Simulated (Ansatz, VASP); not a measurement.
## InSe in VASP and in Ansatz

INCAR

```
SYSTEM = InSe
ALGO     = Normal         ! electronic algorithm
EDIFF    = 1E-6           ! SCF threshold, eV
ENCUT    = 500            ! plane-wave cutoff, eV
GGA      = CA             ! functional
GGA_COMPAT= .False.      
ISIF     = 2              ! what is computed and relaxed
ISMEAR   = 0              ! smearing method
LASPH    = .True.         ! aspherical terms in the spheres
LCHARG   = .False.        ! write CHGCAR
LREAL    = .False.        ! projectors in reciprocal space
LWAVE    = .False.        ! write WAVECAR
NBANDS   = 27             ! bands
NELM     = 120            ! most SCF steps
PREC     = Accurate       ! precision mode
SIGMA    = 0.05           ! smearing width, eV
```

Contents of KPOINTS:

```
k-points
0
Gamma
  10 10 8
  0 0 0
```

The input POSCAR:

```
InSe
1.0
    5.8416070398     -2.0414726787      0.0210372140
    5.8416070398      2.0414726787      0.0210372140
   -1.5768844412      0.0000000000      4.1316098951
In Se
2 2
Direct
    0.8870231472      0.8752626977     -0.0076171464
    0.1129768528      0.1247373023      1.0076171464
    0.6627871799      0.6321720262      0.6373214648
    0.3372128201      0.3678279738      0.3626785352
```

Input for Ansatz:

```yaml
crystal:
  lattice:
    - [5.8416070398, -2.0414726787, 0.021037214]
    - [5.8416070398, 2.0414726787, 0.021037214]
    - [-1.5768844412, 0.0, 4.1316098951]
  atoms:
    - { symbol: In, position: [0.8870231472, 0.8752626977, -0.0076171464] }
    - { symbol: In, position: [0.1129768528, 0.1247373023, 1.0076171464] }
    - { symbol: Se, position: [0.6627871799, 0.6321720262, 0.6373214648] }
    - { symbol: Se, position: [0.3372128201, 0.3678279738, 0.3626785352] }
basis:
  ecutwfc: 420
kpoints:
  mp_grid: { grid: [10, 10, 8] }
hamiltonian:
  xc: lda
  pseudopotentials: { kind: paw, azcp: { folder: soft_1 } }
scf:
  occupations: { method: gaussian, width: 0.05 }
output:
  forces: true
  stress: true
  eigenvalues: true
```

Change from the starting cell: mode 4 frozen in at -0.109 Å and mode 10 at -0.062 Å (largest displacements).

Alike in both runs: task single point; functional LDA; k mesh 10 × 10 × 8; occupations gaussian, width 0.05 eV; no spin polarisation.

|  | VASP | Ansatz |
| --- | --- | --- |
| version | VASP 6.6.1 | Ansatz 0.2.0 |
| potentials or method | VASP PAW LDA potentials, release 64 (In_d, Se), cutoff 500 eV | scalar-relativistic, plane waves, PAW |
| valence electrons in the cell | 38 | 58 |

```tsv
	VASP	Ansatz	Ansatz less VASP
gap on the k mesh at the Fermi level (eV)	0.30	0.29	-0.010
least direct gap on the mesh (eV)	0.99	0.99	+0.002
pressure (GPa)	0.3	0.1	-0.19
traceless stress, the component that is largest in VASP (GPa)	-1.70	-1.68	+0.017
rms of the force components (eV/Å)	0.211	0.206	-0.0044
```

Ansatz warns that its potentials were made for another functional, while VASP's fit it. LDA's correlation is that of Perdew and Zunger in VASP and of Perdew and Wang (1992) in Ansatz. Atom by atom the forces differ by 0.012 eV/Å (rms over components). VASP's potentials hold 38 valence electrons a cell and Ansatz's 58, so a difference there can come from the potentials and not from the codes.
